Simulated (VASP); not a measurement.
# Mo in VASP: further runs, part 2 of 2

VASP 6.6.1. The steps go on from the part before.

## (5) Single point, r2SCAN+U (17.16 Å³/atom)

This run uses another cell than the first one, of 17.16 Å³/atom.

File POSCAR:

```
Mo
1.0
   -1.6249651476      1.6249651476      1.6249651476
    1.6249651476     -1.6249651476      1.6249651476
    1.6249651476      1.6249651476     -1.6249651476
Mo
1
Direct
    0.0000000000      0.0000000000      0.0000000000
```

File INCAR.step1:

```
PREC = Accurate
ENCUT = 520
ISMEAR = 1
SIGMA = 0.1
LREAL = False
LASPH = True
NELM = 150
LMAXMIX = 4
LDAU = True
LDAUTYPE = 2
LDAUL = 2
LDAUU = 5
LDAUJ = 0
NBANDS = 13
GGA = PE
ALGO = Normal
EDIFF = 1E-4
LWAVE = True
LCHARG = False
```

File INCAR.step2:

```
PREC = Accurate
ENCUT = 520
EDIFF = 1E-6
ISMEAR = 1
SIGMA = 0.1
LREAL = False
LASPH = True
NELM = 150
ALGO = Normal
ISIF = 2
LWAVE = False
LCHARG = False
LMAXMIX = 4
LDAU = True
LDAUTYPE = 2
LDAUL = 2
LDAUU = 5
LDAUJ = 0
LDAUPRINT = 1
METAGGA = R2SCAN
LMIXTAU = True
NBANDS = 13
ISTART = 1
```

File KPOINTS:

```
Automatic mesh
0
Gamma
  12 12 12
```

The run is started by

```sh
> cat potpaw_PBE.64/Mo_sv/POTCAR > POTCAR
> cp INCAR.step1 INCAR
> mpirun -np 1 vasp_std > vasp.out
> cp INCAR.step2 INCAR
> mpirun -np 1 vasp_std > vasp.out
```

Run time: 47 s. Hardware: 1 thread of Intel Xeon Platinum 8488C (Sapphire Rapids), shared host; peak memory 0.15 GiB.

The run converged. Its results:

- Free energy: -20.3969 eV
- Pressure: -9.5 GPa
- Band gap on the k mesh: zero (bands 7 and 8 overlap by 4.88 eV)

Levels at points of the mesh, in eV from the Fermi level:
```csv
k point,band 5,band 6,band 7,band 8,band 9,band 10
"(0.00, 0.00, 0.00)",-7.59,-1.44,-1.44,-1.44,2.79,2.79
"(0.50, 0.00, 0.00)",-4.98,-3.33,0.99,2.38,3.40,4.11
"(0.50, 0.50, 0.50)",-4.12,-4.12,3.44,3.44,3.44,8.47
```

Eigenvalues of the final occupation matrices:
```tsv
site	spin	trace	eigenvalues
site 1 d	1	1.84	0.22 0.22 0.47 0.47 0.47
site 1 d	2	1.84	0.22 0.22 0.47 0.47 0.47
```

Caveat: the cell stands under tension; the PAW data sets were made with another functional, which shifts forces and pressure a little; U without spin polarisation on a metal has little footing; the U is typed as a test and isn't derived for this compound.

## (6) Single point, PBEsol

This run uses another cell than the first one, of 15.89 Å³/atom.

File INCAR:

```
PREC = Accurate
ENCUT = 520
EDIFF = 1E-6
ISMEAR = -1
SIGMA = 0.15
LREAL = False
LASPH = True
NELM = 80
ALGO = Normal
ISIF = 2
LWAVE = False
LCHARG = False
GGA = PS
NBANDS = 13
```

File KPOINTS:

```
regular mesh
0
Gamma
  9 9 9
```

File POSCAR:

```
Mo
1.0
   -1.5625340000      1.5935400000      1.5296800000
    1.5570150000     -1.6571050000      1.5877270000
    1.5717880000      1.6663600000     -1.5932450000
Mo
1
Direct
    0.0062610000      0.0115380000      0.0052000000
```

Potentials or basis: VASP PAW PBE potentials, release 64 (Mo_sv).

The run is started by

```sh
> cat potpaw_PBE.64/Mo_sv/POTCAR > POTCAR
> mpirun -np 1 vasp_std > vasp.out
```

OUTCAR:

```text
PREC = Accurate
   ENCUT = 520
   EDIFF = 1E-6
   ISMEAR = -1
   LREAL = False
   LASPH = True
   NELM = 80
   ISIF = 2
   GGA = PS

 ion  position               nearest neighbor table
   1  0.006  0.012  0.005-

  LATTYP: Found a triclinic cell.
 ALAT       =     8.1853803964
 B/A-ratio  =     0.3809303566
 C/A-ratio  =     0.3822451007
 COS(alpha) =     0.0035935361
 COS(beta)  =     0.1957059097
[... 567 lines left out ...]
     10      14.7630      0.00000
     11      25.6780      0.00000
     12      26.7894      0.00000
     13      32.2758      0.00000

 [... further k-points ...]

------------------------ aborting loop because EDIFF is reached ----------------------------------------

  FORCE on cell =-STRESS in cart. coord.  units (eV):
  Direction    XX          YY          ZZ          XY          YZ          ZX
  --------------------------------------------------------------------------------------
  -------------------------------------------------------------------------------------
  Total       -0.4611161     -1.6663127     -0.3613571     -0.0562029      0.3878293      0.0294920
  in kB      -46.4892404   -167.9959036    -36.4316461     -5.6663184     39.1005403      2.9733500
  external PRESSURE =     -83.6389300 kB  Pullay stress =       0.0000000 kB

 VOLUME and BASIS-vectors are now :
 -----------------------------------------------------------------------------
  energy-cutoff  :      520.00
  volume of cell :       15.89
      direct lattice vectors                 reciprocal lattice vectors
    -1.562534000  1.593540000  1.529680000    -0.000349272  0.313138255  0.327163795
     1.557015000 -1.657105000  1.587727000     0.320162117  0.005359225  0.321455503
     1.571788000  1.666360000 -1.593245000     0.318717939  0.305985780  0.006803408

 POSITION                                       TOTAL-FORCE (eV/Angst)
 -----------------------------------------------------------------------------------
      0.01636     -0.00048      0.01961        -0.000000      0.000000      0.000000
 -----------------------------------------------------------------------------------
    total drift:                                0.000000      0.000003     -0.000010

  FREE ENERGIE OF THE ION-ELECTRON SYSTEM (eV)
  ---------------------------------------------------
  free  energy   TOTEN  =       -11.7744396924 eV

  energy  without entropy=      -11.7295942274  energy(sigma->0) =      -11.75201696
```

stdout:

```text
POSCAR found type information on POSCAR Mo
 POSCAR found :  1 types and       1 ions
 scaLAPACK will be used
 -----------------------------------------------------------------------------
|                                                                             |
|                                                                             |
|     You enforced a specific xc type in the INCAR file but a different       |
|     I HOPE YOU KNOW WHAT YOU ARE DOING!                                     |
|                                                                             |
 -----------------------------------------------------------------------------

 LDA part: xc-table for (Slater+PW92), standard interpolation
 POSCAR, INCAR and KPOINTS ok, starting setup
 FFT: planning ... GRIDC
 FFT: planning ... GRID_SOFT
 FFT: planning ... GRID
 WAVECAR not read
 entering main loop
```

Wall time 56 s (1 thread of Intel Xeon Platinum 8488C (Sapphire Rapids), shared host); peak memory 0.18 GiB.

Results:

| Item | Value |
| --- | --- |
| Free energy | -11.7744 eV |
| Pressure | -8.4 GPa |
| Band gap on the k mesh | zero (bands 7 and 8 overlap by 4.09 eV) |

Levels at points of the mesh, in eV from the Fermi level:
```csv
k point,band 3,band 4,band 5,band 6,band 7,band 8,band 9,band 10,band 11,band 12
"(0.00, 0.00, 0.00)",-34.47,-34.42,-7.18,-1.61,-1.46,-0.81,1.38,1.95,14.21,15.08
```

Caveat: the stress differs along the axes, from -17 to -4 GPa; the PAW data sets were made with another functional, which shifts forces and pressure a little.

## (7) Summary

```csv
level,U,cell,k mesh,cutoff (eV),smearing,grid for exact exchange (PRECFOCK),share of exact exchange,screening parameter,gap on the mesh (eV),pressure (GPa)
PBE0,-,"a = 2.779 Å, angles 109.5°, 1 atom",8 × 8 × 8,520,fermi-dirac 0.05 eV,Normal,0.25,-,none,-15.8
HSE06,-,"a = 2.955 Å, angles 109.5°, 1 atom",7 × 7 × 7,400,fermi-dirac 0.15 eV,Normal,0.25,0.2079 1/Å,none,-42.5
r2SCAN+U,Mo d U = 5.0 eV,"a = 2.815 Å, angles 109.5°, 1 atom",12 × 12 × 12,520,methfessel-paxton 0.1 eV,-,-,-,none,-9.5
PBEsol,-,"a = 2.706, b = 2.773, c = 2.790 Å, angles 111.6, 107.2, 110.6°, 1 atom",9 × 9 × 9,520,fermi-dirac 0.15 eV,-,-,-,none,-8.4
```

Alike in all rows: task single point; potentials or basis VASP PAW PBE potentials, release 64 (Mo_sv); no spin polarisation.

Caveats: some runs use coarse meshes; the PAW data sets were made with another functional, which shifts forces and pressure a little; the cell stands under tension (at least some runs); U without spin polarisation on a metal has little footing (at least some runs); the U is typed as a test and isn't derived for this compound (at least some runs); the stress differs along the axes, from -17 to -4 GPa (at least some runs).

Total energies depend on the potentials used, so only differences within one code and one set of settings carry meaning.
